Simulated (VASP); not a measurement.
Input of a VASP 6.6.1 run:

Contents of INCAR:

```
SYSTEM = H9O4F
PREC = Accurate
ENCUT = 520
EDIFF = 1E-6
ISMEAR = -1
SIGMA = 0.02
LREAL = .False.
LASPH = .True.
NELM = 60
ALGO = Normal
ISIF = 2
LWAVE = .False.
LCHARG = .False.
GGA = PS
NBANDS = 33
```

File KPOINTS:

```
Automatic mesh
0
Gamma
  1 1 1
  0 0 0
```

Contents of POSCAR:

```
H9O4F
1.0
    5.3601080000      0.0000000000      0.0000000000
    0.0000000000      5.3601080000      0.0000000000
    0.0000000000      0.0000000000      5.3601080000
O H F
4 9 1
Direct
    0.2820838685      0.6038124605      0.4005143180
    0.8782285730      0.3596942450      0.0401671011
    0.7953757648     -0.1234863178      0.6452481928
    0.3904398941      0.2706848444      0.7771485201
    0.1818060382      0.4882550874      0.2751623661
    0.4287786739      0.7633428282      0.1543439050
    0.7890512654      0.5000832073      0.0512303110
    0.9809317275      0.3977531796     -0.1297548482
    0.8318302542     -0.2289506107      0.4860536392
    0.9390855557     -0.0215294169      0.6966464109
    0.3693582293      0.4961094068      0.5482911911
    0.4403642613      0.0889347752      0.7941631027
    0.3624553834      0.2496218360      0.9601485642
    0.5019301850      0.9246268918      1.0791387039
```

Potentials or basis: VASP PAW PBE potentials, release 64 (O, H, F).

Launch:

```bash
$ cat potpaw_PBE.64/O/POTCAR potpaw_PBE.64/H/POTCAR potpaw_PBE.64/F/POTCAR > POTCAR
$ mpirun -np 1 vasp_gam > vasp.out
```

Task: What does it give for the pressure?

Result: -4.3 GPa.

Task: Estimate the band gap on the k mesh.

Result: 3.97 eV.

Task: What does it give for the largest force?

Result: 7.127 eV/Å.

Stress tensor (GPa, compression positive):
```
-1.62 -4.06 -0.76
-4.06 -1.94  1.98
-0.76  1.98 -9.39
```

Caveat: the k points lie up to 1.17 Å⁻¹ apart; the PAW data sets were made with another functional, which shifts forces and pressure a little.
